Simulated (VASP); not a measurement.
# Si (Fd-3m) in VASP: single point with PBE

Aim: the single point of Si with PBE.

Everything below comes from runs of VASP 6.6.1. Logs are shortened: lines on timing, memory, paths and dates and some standing lists are left out, and cuts for length are marked.

**1. The cell of the first run**

The structure is cubic, space group Fd-3m (No. 227). The conventional cell has a = 5.470 Å, b = 5.470 Å, c = 5.470 Å, α = 90.00°, β = 90.00°, γ = 90.00°. Si (site symmetry -43m) has 4 Si at 2.37 Å within 3.1 Å.

**2. Single point, PBE**

INCAR reads:

```
SYSTEM = Si
ALGO = Normal
EDIFF = 1E-7
ENCUT = 520
GGA = PE
ISIF = 2
ISMEAR = 0
LASPH = .TRUE.
LCHARG = .FALSE.
LREAL = .FALSE.
LWAVE = .FALSE.
NBANDS = 11
NELM = 80
PREC = Accurate
SIGMA = 0.02
```

KPOINTS reads:

```
k-points
0
G
  8 8 8
  0 0 0
```

POSCAR reads:

```
Si
1.0
    0.0000000000      2.7350468821      2.7350468821
    2.7350468821      0.0000000000      2.7350468821
    2.7350468821      2.7350468821      0.0000000000
Si
2
Direct
    0.7500000000      0.7500000000      0.7500000000
    0.5000000000      0.5000000000      0.5000000000
```

Potentials or basis: VASP PAW PBE potentials, release 64 (Si).

Started as:

```console
cat potpaw_PBE.64/Si/POTCAR > POTCAR
mpirun -np 1 vasp_std > vasp.out
```

OUTCAR:

```text
SYSTEM = Si
   EDIFF = 1E-7
   ENCUT = 520
   GGA = PE
   ISIF = 2
   ISMEAR = 0
   LASPH = .TRUE.
   LREAL = .FALSE.
   NELM = 80
   PREC = Accurate

 ion  position               nearest neighbor table
   1  0.750  0.750  0.750-   2 2.37   2 2.37   2 2.37   2 2.37
   2  0.500  0.500  0.500-   1 2.37   1 2.37   1 2.37   1 2.37

  LATTYP: Found a face centered cubic cell.
 ALAT       =     5.4700937642

  Lattice vectors:

 A1 = (   0.0000000000,   2.7350468821,   2.7350468821)
 A2 = (   2.7350468821,   0.0000000000,   2.7350468821)
 A3 = (   2.7350468821,   2.7350468821,   0.0000000000)

Analysis of symmetry for initial positions (statically):
=====================================================================
 Subroutine PRICEL returns:
 Original cell was already a primitive cell.

 Routine SETGRP: Setting up the symmetry group for a
 face centered cubic supercell.

 Subroutine GETGRP returns: Found 48 space group operations
 (whereof 24 operations were pure point group operations)
 out of a pool of 48 trial point group operations.

The static configuration has the point symmetry T_d .
 The point group associated with its full space group is O_h .

Analysis of symmetry for dynamics (positions and initial velocities):
=====================================================================
 Subroutine PRICEL returns:
 Original cell was already a primitive cell.

 Routine SETGRP: Setting up the symmetry group for a
 face centered cubic supercell.

 Subroutine GETGRP returns: Found 48 space group operations
 (whereof 24 operations were pure point group operations)
 out of a pool of 48 trial point group operations.

The dynamic configuration has the point symmetry T_d .
 The point group associated with its full space group is O_h .

 Subroutine INISYM returns: Found 48 space group operations
 (whereof 24 operations are pure point group operations),
 and found     1 'primitive' translations

----------------------------------------------------------------------------------------

                                     Primitive cell

  volume of cell :      40.9189

  direct lattice vectors                    reciprocal lattice vectors
     0.000000000  2.735046882  2.735046882    -0.182812223  0.182812223  0.182812223
     2.735046882  0.000000000  2.735046882     0.182812223 -0.182812223  0.182812223
     2.735046882  2.735046882  0.000000000     0.182812223  0.182812223 -0.182812223

  length of vectors
     3.867940394  3.867940394  3.867940394     0.316640058  0.316640058  0.316640058

  position of ions in fractional coordinates (direct lattice)
     0.750000000  0.750000000  0.750000000
     0.500000000  0.500000000  0.500000000

  ion indices of the primitive-cell ions
   primitive index   ion index
                 1           1
                 2           2

----------------------------------------------------------------------------------------

 KPOINTS: k-points

Automatic generation of k-mesh.
 Grid dimensions read from file:
 generate k-points for:    8    8    8

 Generating k-lattice:

  Cartesian coordinates                     Fractional coordinates (reciprocal lattice)
    -0.022851528  0.022851528  0.022851528     0.125000000  0.000000000  0.000000000
     0.022851528 -0.022851528  0.022851528     0.000000000  0.125000000  0.000000000
     0.022851528  0.022851528 -0.022851528     0.000000000  0.000000000  0.125000000

  Length of vectors
     0.039580007  0.039580007  0.039580007

  Shift w.r.t. Gamma in fractional coordinates (k-lattice)
     0.000000000  0.000000000  0.000000000

 Subroutine IBZKPT returns following result:
 ===========================================

 Found     29 irreducible k-points:

 Following reciprocal coordinates:
            Coordinates               Weight
  0.000000  0.000000  0.000000      1.000000
  0.125000  0.000000  0.000000      8.000000
  0.250000  0.000000  0.000000      8.000000
  0.375000  0.000000  0.000000      8.000000
  0.500000  0.000000  0.000000      4.000000
  0.125000  0.125000  0.000000      6.000000
[... 16 lines left out ...]
  0.500000  0.250000  0.125000     48.000000
 -0.375000  0.250000  0.125000     24.000000
 [... further k-points ...]
   k-points           NKPTS =     29   k-points in BZ     NKDIM =     29   number of bands    NBANDS=     11
   number of dos      NEDOS =    301   number of ions     NIONS =      2
   total plane-waves  NPLWV =  27000
   dimension x,y,z NGX =    30 NGY =   30 NGZ =   30
   dimension x,y,z NGXF=    60 NGYF=   60 NGZF=   60
   ions per type =               2
   NGX,Y,Z   is equivalent  to a cutoff of  12.89, 12.89, 12.89 a.u.
   NGXF,Y,Z  is equivalent  to a cutoff of  25.79, 25.79, 25.79 a.u.
 SYSTEM =  Si
   PREC   = accura    normal or accurate (medium, high low for compatibility)
   ISTART =      0    job   : 0-new  1-cont  2-samecut
   ICHARG =      2    charge: 1-file 2-atom 10-const
   ISPIN  =      1    spin polarized calculation?
   LNONCOLLINEAR =      F non collinear calculations
   LSORBIT =      F    spin-orbit coupling
   LASPH  =      T    aspherical Exc in radial PAW
   ENCUT  =  520.0 eV  38.22 Ry    6.18 a.u.   7.19  7.19  7.19*2*pi/ulx,y,z
   NELM   =     80;   NELMIN=  2; NELMDL= -5     # of ELM steps
   EDIFF  = 0.1E-06   stopping-criterion for ELM
   LREAL  =      F    real-space projection
   EDIFFG = 0.1E-05   stopping-criterion for IOM
   NSW    =      0    number of steps for IOM
   IBRION =     -1    ionic relax: 0-MD 1-quasi-New 2-CG
   NFREE  =      0    steps in history (QN), initial steepest desc. (CG)
   ISIF   =      2    stress and relaxation
   ISYM   =      2    0-nonsym 1-usesym 2-fastsym
   POTIM  = 0.5000    time-step for ionic-motion
   TEBEG  =    0.0;   TEEND  =   0.0 temperature during run
   PSTRESS=    0.0 pullay stress
   NELECT =       8.0000    total number of electrons
   NUPDOWN=      -1.0000    fix difference up-down
   EMIN   =  10.00;   EMAX   =-10.00  energy-range for DOS
   EFERMI =   0.00;   METHOD = LEGACY
   ISMEAR =     0;   SIGMA  =   0.02  broadening in eV -4-tet -1-fermi 0-gaus
   EFERMI_NEDOS =   21; number of points for ismear=-14 and -15
   IALGO  =     38    algorithm
   IMIX   =      4    mixing-type and parameters
     AMIX     =   0.40;   BMIX     =  1.00
     AMIX_MAG =   1.60;   BMIX_MAG =  1.00
  volume/ion in A,a.u.               =      20.46       138.07
  Fermi-wavevector in a.u.,A,eV,Ry     =   0.950160  1.795542 12.283393  0.902804
  Thomas-Fermi vector in A             =   2.078511
   LORBIT       =      0    0 simple, 1 ext, 2 COOP (PROOUT), +10 PAW based schemes
   GGA     = PE    functional components
   LHFCALC =     F    Hartree Fock is set to
   AEXX    =    0.0000 exact exchange contribution
   IVDW    =     0    specifies the selected vdW correction
   LEPSILON=     F    determine dielectric tensor
   LRPA    =     F    only Hartree local field effects (RPA)
 non-spin polarized calculation
 Gauss-broadening in eV      SIGMA  =   0.02
  energy-cutoff  :      520.00
  volume of cell :       40.92
 maximum number of plane-waves:      1124
 NGX is ok and might be reduce to    30
   NGX = 15   NGY = 15   NGZ = 15

 number of electron       8.0000001 magnetization

 Free energy of the ion-electron system (eV)
  ---------------------------------------------------
  ext. energy  EPLUGINS =         0.00000000
  ---------------------------------------------------
  free energy    TOTEN  =       -10.84608153 eV

  energy without entropy =      -10.84608153  energy(sigma->0) =      -10.84608153

 E-fermi :   5.7101     XC(G=0):  -9.3234

 val. band max:        5.6101192624   @ k =   0.0000   0.0000   0.0000
 cond. band min:       6.2613495554   @ k =   0.3750   0.3750   0.0000
 fundamental gap:      0.6512302931
 Fermi energy:         5.7100864107

 k-point     1 :       0.0000    0.0000    0.0000
  band No.  band energies     occupation
      1      -6.1997      2.00000
      2       5.6101      2.00000
      3       5.6101      2.00000
      4       5.6101      2.00000
      5       8.1661      0.00000
      6       8.1661      0.00000
      7       8.1661      0.00000
      8       8.7356      0.00000
      9      13.3182      0.00000
     10      13.3182      0.00000
     11      13.4849      0.00000

 k-point     2 :       0.1250    0.0000    0.0000
  band No.  band energies     occupation
      1      -5.9994      2.00000
      2       4.0195      2.00000
      3       5.3279      2.00000
      4       5.3279      2.00000
      5       8.0507      0.00000
      6       8.5813      0.00000
      7       8.5813      0.00000
      8      10.1365      0.00000
      9      12.8456      0.00000
     10      12.8456      0.00000
     11      14.2602      0.00000

 k-point     3 :       0.2500    0.0000    0.0000
  band No.  band energies     occupation
      1      -5.4154      2.00000
      2       1.7250      2.00000
      3       4.8655      2.00000
      4       4.8655      2.00000
      5       7.5667      0.00000
      6       9.0991      0.00000
      7       9.0991      0.00000
      8      12.3553      0.00000
      9      12.7964      0.00000
     10      12.7964      0.00000
     11      14.5375      0.00000

 k-point     4 :       0.3750    0.0000    0.0000
  band No.  band energies     occupation
      1      -4.5415      2.00000
      2      -0.2581      2.00000
      3       4.5429      2.00000
      4       4.5429      2.00000
      5       7.2022      0.00000
      6       9.0627      0.00000
      7       9.0627      0.00000
      8      13.4459      0.00000
      9      14.1473      0.00000
     10      14.1473      0.00000
     11      15.1163      0.00000

 k-point     5 :       0.5000    0.0000    0.0000
  band No.  band energies     occupation
      1      -3.9228      2.00000
      2      -1.2553      2.00000
      3       4.4323      2.00000
      4       4.4323      2.00000
      5       7.0740      0.00000
      6       8.9593      0.00000
      7       8.9593      0.00000
      8      13.3110      0.00000
      9      16.1029      0.00000
     10      16.1029      0.00000
     11      16.7860      0.00000
[... 211 lines left out ...]
 k-point    21 :       0.5000    0.5000    0.0000
  band No.  band energies     occupation
      1      -2.1339      2.00000
      2      -2.1339      2.00000
      3       2.8177      2.00000
      4       2.8177      2.00000
      5       6.3627      0.00000
      6       6.3627      0.00000
      7      15.5401      0.00000
      8      15.5401      0.00000
      9      16.5147      0.00000
     10      16.5147      0.00000
     11      18.0497      0.00000

 k-point    22 :       0.3750    0.2500    0.1250
  band No.  band energies     occupation
      1      -4.8957      2.00000
      2       1.3426      2.00000
      3       2.9599      2.00000
      4       4.2108      2.00000
      5       8.0529      0.00000
      6       9.4344      0.00000
      7       9.8132      0.00000
      8      11.0488      0.00000
      9      13.3203      0.00000
     10      15.7106      0.00000
     11      16.5707      0.00000

 k-point    23 :       0.5000    0.2500    0.1250
  band No.  band energies     occupation
      1      -4.0269      2.00000
      2      -0.1760      2.00000
      3       2.3560      2.00000
      4       3.7238      2.00000
      5       8.4738      0.00000
      6       9.1389      0.00000
      7      10.5863      0.00000
      8      11.4864      0.00000
      9      14.5378      0.00000
     10      15.2334      0.00000
     11      17.5094      0.00000

 k-point    24 :      -0.3750    0.2500    0.1250
  band No.  band energies     occupation
      1      -3.3933      2.00000
      2      -1.0947      2.00000
      3       2.2246      2.00000
      4       3.5010      2.00000
      5       8.6322      0.00000
      6       8.7567      0.00000
      7      11.4547      0.00000
      8      12.6746      0.00000
      9      12.9142      0.00000
     10      16.1154      0.00000
     11      17.1586      0.00000

 [... further k-points ...]

------------------------ aborting loop because EDIFF is reached ----------------------------------------

  FORCE on cell =-STRESS in cart. coord.  units (eV):
  Direction    XX          YY          ZZ          XY          YZ          ZX
  --------------------------------------------------------------------------------------
  -------------------------------------------------------------------------------------
  Total       -0.0175165     -0.0175165     -0.0175165     -0.0000000      0.0000000      0.0000000
  in kB       -0.6858566     -0.6858566     -0.6858566     -0.0000000      0.0000000      0.0000000
  external PRESSURE =      -0.6858566 kB  Pullay stress =       0.0000000 kB

 VOLUME and BASIS-vectors are now :
 -----------------------------------------------------------------------------
  energy-cutoff  :      520.00
  volume of cell :       40.92
      direct lattice vectors                 reciprocal lattice vectors
     0.000000000  2.735046882  2.735046882    -0.182812223  0.182812223  0.182812223
     2.735046882  0.000000000  2.735046882     0.182812223 -0.182812223  0.182812223
     2.735046882  2.735046882  0.000000000     0.182812223  0.182812223 -0.182812223

 POSITION                                       TOTAL-FORCE (eV/Angst)
 -----------------------------------------------------------------------------------
      4.10257      4.10257      4.10257        -0.000000     -0.000000     -0.000000
      2.73505      2.73505      2.73505         0.000000      0.000000      0.000000
 -----------------------------------------------------------------------------------
    total drift:                                0.000000     -0.000000     -0.000000

  FREE ENERGIE OF THE ION-ELECTRON SYSTEM (eV)
  ---------------------------------------------------
  free  energy   TOTEN  =       -10.8460815268 eV

  energy  without entropy=      -10.8460815268  energy(sigma->0) =      -10.84608153
```

It took 5.6 s on 1 thread of AMD EPYC 9R45 (Zen 5), shared host; peak memory 0.13 GiB.

What came out:

| Item | Value |
| --- | --- |
| Free energy | -10.8461 eV |
| Pressure | -0.1 GPa |
| Band gap on the k mesh | 0.65 eV, indirect (least direct gap 2.56 eV) |

Levels at points of the mesh, in eV from the valence-band top:
```csv
k point,band 2,band 3,band 4,band 5,band 6,band 7
"(0.00, 0.00, 0.00)",0.00,0.00,0.00,2.56,2.56,2.56
"(0.50, 0.00, 0.00)",-6.87,-1.18,-1.18,1.46,3.35,3.35
"(0.50, 0.50, 0.00)",-7.74,-2.79,-2.79,0.75,0.75,9.93
```

A k mesh can miss the band edges. Expect the measured gap to be larger: semilocal functionals such as PBE lack the derivative discontinuity.
